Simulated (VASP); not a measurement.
# TiN (Fm-3m) in VASP: further runs

The runs below take TiN through single point, with PBE.

Program: VASP 6.6.1. These are calculated values, not measurements. Logs are shortened: lines on timing, memory, paths and dates and some standing lists are left out, and cuts for length are marked.

### 1 The cell of the first run

The structure is cubic, space group Fm-3m (No. 225). Conventional cell: a = 4.157 Å, b = 4.157 Å, c = 4.157 Å, α = 90.00°, β = 90.00°, γ = 90.00°. Within 2.8 Å of Ti (site symmetry m-3m) lie 6 N at 2.08 Å. N (site symmetry m-3m) has 6 Ti at 2.08 Å within 2.8 Å.

### 2 Single point, PBE (volume scaled by 0.94)

INCAR reads:

```
SYSTEM = TiN
PREC = Accurate
ENCUT = 520
EDIFF = 1E-6
ISMEAR = -1
SIGMA = 0.05
LREAL = .FALSE.
LASPH = .TRUE.
NELM = 80
ALGO = Normal
ISIF = 2
LWAVE = .FALSE.
LCHARG = .FALSE.
GGA = PE
NBANDS = 16
```

KPOINTS reads:

```
regular mesh
0
G
  13 13 13
  0 0 0
```

POSCAR reads:

```
TiN
1.0
    0.0000000000      2.0786817227      2.0786817227
    2.0786817227      0.0000000000      2.0786817227
    2.0786817227      2.0786817227      0.0000000000
Ti N
1 1
Direct
    0.0000000000      0.0000000000      0.0000000000
    0.5000000000      0.5000000000      0.5000000000
```

Potentials or basis: VASP PAW PBE potentials, release 64 (Ti_sv, N).

Launch:

```
cat potpaw_PBE.64/Ti_sv/POTCAR potpaw_PBE.64/N/POTCAR > POTCAR
mpirun -np 1 vasp_std > vasp.out
```

OUTCAR:

```text
SYSTEM = TiN
   PREC = Accurate
   ENCUT = 520
   EDIFF = 1E-6
   ISMEAR = -1
   LREAL = .FALSE.
   LASPH = .TRUE.
   NELM = 80
   ISIF = 2
   GGA = PE

 ion  position               nearest neighbor table
   1  0.000  0.000  0.000-   2 2.08   2 2.08   2 2.08   2 2.08   2 2.08   2 2.08
   2  0.500  0.500  0.500-   1 2.08   1 2.08   1 2.08   1 2.08   1 2.08   1 2.08

  LATTYP: Found a face centered cubic cell.
 ALAT       =     4.1573634454

  Lattice vectors:

 A1 = (   0.0000000000,   2.0786817227,   2.0786817227)
 A2 = (   2.0786817227,   0.0000000000,   2.0786817227)
 A3 = (   2.0786817227,   2.0786817227,   0.0000000000)

Analysis of symmetry for initial positions (statically):
=====================================================================
 Subroutine PRICEL returns:
 Original cell was already a primitive cell.

 Routine SETGRP: Setting up the symmetry group for a
 face centered cubic supercell.

 Subroutine GETGRP returns: Found 48 space group operations
 (whereof 48 operations were pure point group operations)
 out of a pool of 48 trial point group operations.

The static configuration has the point symmetry O_h .

Analysis of symmetry for dynamics (positions and initial velocities):
=====================================================================
 Subroutine PRICEL returns:
 Original cell was already a primitive cell.

 Routine SETGRP: Setting up the symmetry group for a
 face centered cubic supercell.

 Subroutine GETGRP returns: Found 48 space group operations
 (whereof 48 operations were pure point group operations)
 out of a pool of 48 trial point group operations.

The dynamic configuration has the point symmetry O_h .

 Subroutine INISYM returns: Found 48 space group operations
 (whereof 48 operations are pure point group operations),
 and found     1 'primitive' translations

----------------------------------------------------------------------------------------

                                     Primitive cell

  volume of cell :      17.9636

  direct lattice vectors                    reciprocal lattice vectors
     0.000000000  2.078681723  2.078681723    -0.240537065  0.240537065  0.240537065
     2.078681723  0.000000000  2.078681723     0.240537065 -0.240537065  0.240537065
     2.078681723  2.078681723  0.000000000     0.240537065  0.240537065 -0.240537065

  length of vectors
     2.939699884  2.939699884  2.939699884     0.416622417  0.416622417  0.416622417

  position of ions in fractional coordinates (direct lattice)
     0.000000000  0.000000000  0.000000000
     0.500000000  0.500000000  0.500000000

  ion indices of the primitive-cell ions
   primitive index   ion index
                 1           1
                 2           2

----------------------------------------------------------------------------------------

 KPOINTS: regular mesh

Automatic generation of k-mesh.
 Grid dimensions read from file:
 generate k-points for:   13   13   13

 Generating k-lattice:

  Cartesian coordinates                     Fractional coordinates (reciprocal lattice)
    -0.018502851  0.018502851  0.018502851     0.076923077  0.000000000  0.000000000
     0.018502851 -0.018502851  0.018502851     0.000000000  0.076923077  0.000000000
     0.018502851  0.018502851 -0.018502851     0.000000000  0.000000000  0.076923077

  Length of vectors
     0.032047878  0.032047878  0.032047878

  Shift w.r.t. Gamma in fractional coordinates (k-lattice)
     0.000000000  0.000000000  0.000000000

 Subroutine IBZKPT returns following result:
 ===========================================

 Found     84 irreducible k-points:

 Following reciprocal coordinates:
            Coordinates               Weight
  0.000000  0.000000  0.000000      1.000000
  0.076923  0.000000  0.000000      8.000000
  0.153846  0.000000  0.000000      8.000000
  0.230769  0.000000  0.000000      8.000000
  0.307692  0.000000  0.000000      8.000000
  0.384615  0.000000  0.000000      8.000000
[... 16 lines left out ...]
  0.384615  0.153846  0.000000     24.000000
  0.461538  0.153846  0.000000     24.000000
 [... further k-points ...]
   k-points           NKPTS =     84   k-points in BZ     NKDIM =     84   number of bands    NBANDS=     16
   number of dos      NEDOS =    301   number of ions     NIONS =      2
   total plane-waves  NPLWV =  13824
   dimension x,y,z NGX =    24 NGY =   24 NGZ =   24
   dimension x,y,z NGXF=    48 NGYF=   48 NGZF=   48
   ions per type =               1   1
   NGX,Y,Z   is equivalent  to a cutoff of  13.57, 13.57, 13.57 a.u.
   NGXF,Y,Z  is equivalent  to a cutoff of  27.14, 27.14, 27.14 a.u.
 SYSTEM =  TiN
   PREC   = accura    normal or accurate (medium, high low for compatibility)
   ISTART =      0    job   : 0-new  1-cont  2-samecut
   ICHARG =      2    charge: 1-file 2-atom 10-const
   ISPIN  =      1    spin polarized calculation?
   LNONCOLLINEAR =      F non collinear calculations
   LSORBIT =      F    spin-orbit coupling
   LASPH  =      T    aspherical Exc in radial PAW
   ENCUT  =  520.0 eV  38.22 Ry    6.18 a.u.   5.47  5.47  5.47*2*pi/ulx,y,z
   NELM   =     80;   NELMIN=  2; NELMDL= -5     # of ELM steps
   EDIFF  = 0.1E-05   stopping-criterion for ELM
   LREAL  =      F    real-space projection
   EDIFFG = 0.1E-04   stopping-criterion for IOM
   NSW    =      0    number of steps for IOM
   IBRION =     -1    ionic relax: 0-MD 1-quasi-New 2-CG
   NFREE  =      0    steps in history (QN), initial steepest desc. (CG)
   ISIF   =      2    stress and relaxation
   ISYM   =      2    0-nonsym 1-usesym 2-fastsym
   POTIM  = 0.5000    time-step for ionic-motion
   TEBEG  =    0.0;   TEEND  =   0.0 temperature during run
   PSTRESS=    0.0 pullay stress
   NELECT =      17.0000    total number of electrons
   NUPDOWN=      -1.0000    fix difference up-down
   EMIN   =  10.00;   EMAX   =-10.00  energy-range for DOS
   EFERMI =   0.00;   METHOD = LEGACY
   ISMEAR =    -1;   SIGMA  =   0.05  broadening in eV -4-tet -1-fermi 0-gaus
   EFERMI_NEDOS =   21; number of points for ismear=-14 and -15
   IALGO  =     38    algorithm
   IMIX   =      4    mixing-type and parameters
     AMIX     =   0.40;   BMIX     =  1.00
     AMIX_MAG =   1.60;   BMIX_MAG =  1.00
  volume/ion in A,a.u.               =       8.98        60.61
  Fermi-wavevector in a.u.,A,eV,Ry     =   1.607286  3.037330 35.148856  2.583368
  Thomas-Fermi vector in A             =   2.703339
   LORBIT       =      0    0 simple, 1 ext, 2 COOP (PROOUT), +10 PAW based schemes
   GGA     = PE    functional components
   LHFCALC =     F    Hartree Fock is set to
   AEXX    =    0.0000 exact exchange contribution
   IVDW    =     0    specifies the selected vdW correction
   LEPSILON=     F    determine dielectric tensor
   LRPA    =     F    only Hartree local field effects (RPA)
 non-spin polarized calculation
  energy-cutoff  :      520.00
  volume of cell :       17.96
 maximum number of plane-waves:       531
 NGX is ok and might be reduce to    24
   NGX = 11   NGY = 11   NGZ = 11

 number of electron      16.9999998 magnetization

 Free energy of the ion-electron system (eV)
  ---------------------------------------------------
  ext. energy  EPLUGINS =         0.00000000
  ---------------------------------------------------
  free energy    TOTEN  =       -19.56624978 eV

  energy without entropy =      -19.55985116  energy(sigma->0) =      -19.56305047

 E-fermi :  12.3255     XC(G=0): -13.3562

 val. band max:       12.2173615388   @ k =  -0.0769   0.0769   0.0000
 cond. band min:      12.3393462268   @ k =  -0.1538   0.1538   0.0000
 fundamental gap:      0.1219846880
 Fermi energy:        12.3255300840

 k-point     1 :       0.0000    0.0000    0.0000
  band No.  band energies     occupation
      1     -45.4978      2.00000
      2     -21.4281      2.00000
      3     -21.4281      2.00000
      4     -21.4281      2.00000
      5      -5.1915      2.00000
      6      10.1594      2.00000
[... 8 lines left out ...]
     15      25.6427      0.00000
     16      32.8724      0.00000

 k-point     2 :       0.0769    0.0000    0.0000
  band No.  band energies     occupation
      1     -45.4906      2.00000
      2     -21.4769      2.00000
      3     -21.4319      2.00000
      4     -21.4319      2.00000
      5      -5.0635      2.00000
      6       9.4883      2.00000
[... 8 lines left out ...]
     15      25.7680      0.00000
     16      32.7016      0.00000

 k-point     3 :       0.1538    0.0000    0.0000
  band No.  band energies     occupation
      1     -45.4707      2.00000
      2     -21.6102      2.00000
      3     -21.4426      2.00000
      4     -21.4426      2.00000
      5      -4.6992      2.00000
      6       8.2175      2.00000
[... 8 lines left out ...]
     15      25.8993      0.00000
     16      32.0760      0.00000

 k-point     4 :       0.2308    0.0000    0.0000
  band No.  band energies     occupation
      1     -45.4425      2.00000
      2     -21.7935      2.00000
      3     -21.4575      2.00000
      4     -21.4575      2.00000
      5      -4.1539      2.00000
      6       6.8375      2.00000
[... 8 lines left out ...]
     15      25.7481      0.00000
     16      30.9077      0.00000
[... 324 lines left out ...]
 k-point    22 :       0.3077    0.1538    0.0000
  band No.  band energies     occupation
      1     -45.4140      2.00000
      2     -21.8653      2.00000
      3     -21.5281      2.00000
      4     -21.5184      2.00000
      5      -3.8075      2.00000
      6       5.8500      2.00000
[... 8 lines left out ...]
     15      26.0028      0.00000
     16      29.4373      0.00000

 k-point    23 :       0.3846    0.1538    0.0000
  band No.  band energies     occupation
      1     -45.3879      2.00000
      2     -22.0118      2.00000
      3     -21.5467      2.00000
      4     -21.5397      2.00000
      5      -3.3221      2.00000
      6       5.2169      2.00000
[... 8 lines left out ...]
     15      25.8844      0.00000
     16      28.2379      0.00000

 k-point    24 :       0.4615    0.1538    0.0000
  band No.  band energies     occupation
      1     -45.3683      2.00000
      2     -22.1174      2.00000
      3     -21.5786      2.00000
      4     -21.5397      2.00000
      5      -2.9103      2.00000
      6       4.6802      2.00000
[... 8 lines left out ...]
     15      26.1460      0.00000
     16      27.3451      0.00000

 [... further k-points ...]
[... 5 lines left out ...]
  --------------------------------------------------------------------------------------
  -------------------------------------------------------------------------------------
  Total        2.3235886      2.3235886      2.3235886      0.0000000     -0.0000000      0.0000000
  in kB      207.2410704    207.2410704    207.2410704      0.0000000     -0.0000000      0.0000000
  external PRESSURE =     207.2410704 kB  Pullay stress =       0.0000000 kB

 VOLUME and BASIS-vectors are now :
 -----------------------------------------------------------------------------
  energy-cutoff  :      520.00
  volume of cell :       17.96
      direct lattice vectors                 reciprocal lattice vectors
     0.000000000  2.078681723  2.078681723    -0.240537065  0.240537065  0.240537065
     2.078681723  0.000000000  2.078681723     0.240537065 -0.240537065  0.240537065
     2.078681723  2.078681723  0.000000000     0.240537065  0.240537065 -0.240537065

 POSITION                                       TOTAL-FORCE (eV/Angst)
 -----------------------------------------------------------------------------------
      0.00000      0.00000      0.00000         0.000000     -0.000000      0.000000
      2.07868      2.07868      2.07868        -0.000000      0.000000     -0.000000
 -----------------------------------------------------------------------------------
    total drift:                                0.000000     -0.000000     -0.000000

  FREE ENERGIE OF THE ION-ELECTRON SYSTEM (eV)
  ---------------------------------------------------
  free  energy   TOTEN  =       -19.5662497819 eV

  energy  without entropy=      -19.5598511558  energy(sigma->0) =      -19.56305047
```

It took 20 s on 1 thread of Intel Xeon Platinum 8488C (Sapphire Rapids), shared host; peak memory 0.15 GiB.

What came out:

```yaml
Free_energy: -19.5662 eV
Pressure: 20.7 GPa
```

Levels at points of the mesh, in eV from the Fermi level:
| k point | band 6 | band 7 | band 8 | band 9 | band 10 | band 11 | band 12 | band 13 |
| --- | --- | --- | --- | --- | --- | --- | --- | --- |
| (0.00, 0.00, 0.00) | -2.17 | -2.17 | -2.17 | -0.71 | -0.71 | -0.71 | 0.60 | 0.60 |

### 3 Single point, PBE (volume scaled by 0.9405)

INCAR reads:

```
  PREC = Accurate
  ENCUT = 520
  EDIFF = 1E-6
  ISMEAR = -1
  SIGMA = 0.05
  LREAL = False
  LASPH = True
  NELM = 80
  ALGO = Normal
  ISIF = 2
  LWAVE = False
  LCHARG = True
  GGA = PE
  LELF = True
  LVHAR = True
  NBANDS = 16
```

KPOINTS reads:

```
Automatic mesh
0
Gamma
  13 13 13
```

POSCAR reads:

```
TiN
1.0
    0.0000000000      2.0790502180      2.0790502180
    2.0790502180      0.0000000000      2.0790502180
    2.0790502180      2.0790502180      0.0000000000
Ti N
1 1
Direct
    0.0000000000      0.0000000000      0.0000000000
    0.5000000000      0.5000000000      0.5000000000
```

Potentials or basis: VASP PAW PBE potentials, release 64 (Ti_sv, N).

Launch:

```
cat potpaw_PBE.64/Ti_sv/POTCAR potpaw_PBE.64/N/POTCAR > POTCAR
mpirun -np 1 vasp_std > vasp.out
```

Run time: 23 s. Hardware: 1 thread of Intel Xeon Platinum 8488C (Sapphire Rapids), shared host; peak memory 0.15 GiB.

It converged, with:

```yaml
Free_energy: -19.5675 eV
Pressure: 20.5 GPa
```

Levels at points of the mesh, in eV from the Fermi level:
| k point | band 7 | band 8 | band 9 | band 10 | band 11 | band 12 |
| --- | --- | --- | --- | --- | --- | --- |
| (0.00, 0.00, 0.00) | -2.17 | -2.17 | -0.71 | -0.71 | -0.71 | 0.60 |

### 4 Single point, PBE (volume scaled by 0.96)

INCAR reads:

```
PREC = Accurate ; ENCUT = 520
EDIFF = 1E-7 ; ISMEAR = -1
SIGMA = 0.05 ; LREAL = F
LASPH = T ; NELM = 80
ALGO = Normal ; ISIF = 2
LWAVE = F ; LCHARG = T
GGA = PE ; LELF = T
LVHAR = T ; NBANDS = 16
```

KPOINTS is that of step 3.

POSCAR reads:

```
TiN
1.0
    0.0000000000      2.0933208087      2.0933208087
    2.0933208087      0.0000000000      2.0933208087
    2.0933208087      2.0933208087      0.0000000000
Ti N
1 1
Direct
    0.0000000000      0.0000000000      0.0000000000
    0.5000000000      0.5000000000      0.5000000000
```

Launch:

```
cat potpaw_PBE.64/Ti_sv/POTCAR potpaw_PBE.64/N/POTCAR > POTCAR
mpirun -np 1 vasp_std > vasp.out
```

It took 20 s on 1 thread of Intel Xeon Platinum 8488C (Sapphire Rapids), shared host; peak memory 0.15 GiB.

The run converged. Its results:

```
Free energy : -19.6073 eV
Pressure    : 13.5 GPa
```

Levels at points of the mesh, in eV from the Fermi level:
| k point | band 6 | band 7 | band 8 | band 9 | band 10 | band 11 | band 12 | band 13 |
| --- | --- | --- | --- | --- | --- | --- | --- | --- |
| (0.00, 0.00, 0.00) | -2.14 | -2.14 | -2.14 | -0.69 | -0.69 | -0.69 | 0.58 | 0.58 |

### 5 Single point, PBE (volume scaled by 0.98)

INCAR reads:

```
SYSTEM = TiN
PREC = Accurate
ENCUT = 520
EDIFF = 1E-7
ISMEAR = -1
SIGMA = 0.05
LREAL = .False.
LASPH = .True.
NELM = 100
ALGO = Normal
ISIF = 2
LWAVE = .False.
LCHARG = .False.
GGA = PE
NBANDS = 16
```

KPOINTS reads:

```
Automatic mesh
0
Gamma
  13 13 13
  0 0 0
```

POSCAR reads:

```
TiN
1.0
    0.0000000000      2.1077579601      2.1077579601
    2.1077579601      0.0000000000      2.1077579601
    2.1077579601      2.1077579601      0.0000000000
Ti N
1 1
Direct
    0.0000000000      0.0000000000      0.0000000000
    0.5000000000      0.5000000000      0.5000000000
```

Launch:

```
cat potpaw_PBE.64/Ti_sv/POTCAR potpaw_PBE.64/N/POTCAR > POTCAR
mpirun -np 1 vasp_std > vasp.out
```

It took 28 s on 1 thread of Intel Xeon Platinum 8488C (Sapphire Rapids), shared host; peak memory 0.15 GiB.

It converged, with:

| Property | Result |
| --- | --- |
| Free energy | -19.6319 eV |
| Pressure | 6.9 GPa |

Levels at points of the mesh, in eV from the Fermi level:
```tsv
k point	band 5	band 6	band 7	band 8	band 9	band 10	band 11	band 12	band 13	band 14
(0.00, 0.00, 0.00)	-17.25	-2.11	-2.11	-2.11	-0.67	-0.67	-0.67	0.56	0.56	5.58
```

### 6 The runs side by side

| cell | gap on the mesh (eV) | pressure (GPa) |
| --- | --- | --- |
| a = 2.940 Å, angles 60.0°, 2 atoms | none | 20.5 |
| a = 2.960 Å, angles 60.0°, 2 atoms | none | 13.5 |
| a = 2.981 Å, angles 60.0°, 2 atoms | none | 6.9 |

Alike in all rows: task single point; level PBE; potentials or basis VASP PAW PBE potentials, release 64 (Ti_sv, N); no spin polarisation; k mesh 13 × 13 × 13; cutoff (eV) 520; smearing fermi-dirac 0.05 eV.

Total energies depend on the potentials used, so only differences within one code and one set of settings carry meaning.
